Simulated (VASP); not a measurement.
Write the native input for VASP 6.6.1 that does the following.

* Task: single point
* Functional: PBE
* Potentials or basis: VASP PAW PBE potentials, release 64 (Sr_sv)
* Cutoff: 520 eV
* k mesh: 8 × 8 × 8
* Occupations: fermi-dirac, width 0.05 eV
* Spin: no spin polarisation
* Dipole correction: no
* Further INCAR settings: ALGO = Fast; EDIFF = 1e-06; NBANDS = 11

The structure of Sr lies in POSCAR:

```
Sr
1.0
   -2.4670431483      2.4670431483      2.4670431483
    2.4670431483     -2.4670431483      2.4670431483
    2.4670431483      2.4670431483     -2.4670431483
Sr
1
Direct
    0.0000000000      0.0000000000      0.0000000000
```

This cell differs from its parent crystal: volume scaled by 1.04.

These files were run (other wordings do the same):

INCAR

```
SYSTEM = Sr
PREC = Accurate ; ENCUT = 520
EDIFF = 1E-6 ; ISMEAR = -1
SIGMA = 0.05 ; LREAL = .FALSE.
LASPH = .TRUE. ; NELM = 80
ALGO = Fast ; ISIF = 2
LWAVE = .FALSE. ; LCHARG = .TRUE.
GGA = PE ; LELF = .TRUE.
LVHAR = .TRUE. ; NBANDS = 11
```

KPOINTS

```
Automatic mesh
0
G
  8 8 8
  0 0 0
```

Potentials or basis: VASP PAW PBE potentials, release 64 (Sr_sv).

Launch:

```console
$ cat potpaw_PBE.64/Sr_sv/POTCAR > POTCAR
$ mpirun -np 1 vasp_std > vasp.out
```

Results of the run:

```yaml
Pressure: -1.0 GPa
Band_gap_on_the_k_mesh: zero (band 5 reaches 1.62 eV, above the bottom of band 6 at 1.27 eV)
```

Wall time 7.5 s on 1 thread of Intel(R) Xeon(R) 6975P-C (Granite Rapids), on a shared host, peak memory 0.17 GiB.
